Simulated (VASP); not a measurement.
Crystal: Sb.

```
Sb
1.0
     0.00000    2.38646    2.38646
     2.38646    0.00000    2.38646
     2.38646    2.38646    0.00000
Sb
1
Cartesian
  0.0000 0.0000 0.0000
```

* Program: VASP 6.6.1
* Task: relaxation of cell and atoms
* Functional: RPBE
* Potentials or basis: VASP PAW PBE potentials, release 64 (Sb)
* Cutoff: 500 eV
* k mesh: 11 × 11 × 11
* Occupations: fermi-dirac, width 0.1 eV
* Spin: no spin polarisation

At the start: pressure 1.7 GPa; volume 27.18 Å³/atom.

Q: Where does the relaxation end?

A: Over 3 steps the energy falls by 3.9 meV/atom and the volume is 27.96 Å³/atom (+2.8 %); space group Fm-3m (No. 225, to 0.05 Å).

Step by step:
```csv
step,energy change (eV),largest force (eV/Å),pressure (GPa),volume (Å³)
1,0.0000,0.0000,1.68,27.18
2,-0.0031,0.0000,-0.69,28.32
3,-0.0039,0.0000,0.01,27.96
```

Final structure:
```
Sb
1.0
     0.00000    2.40887    2.40887
     2.40887    0.00000    2.40887
     2.40887    2.40887    0.00000
Sb
1
Direct
  0.00000 0.00000 0.00000
```

Caveat: the PAW data sets were made with another functional, which shifts forces and pressure a little.
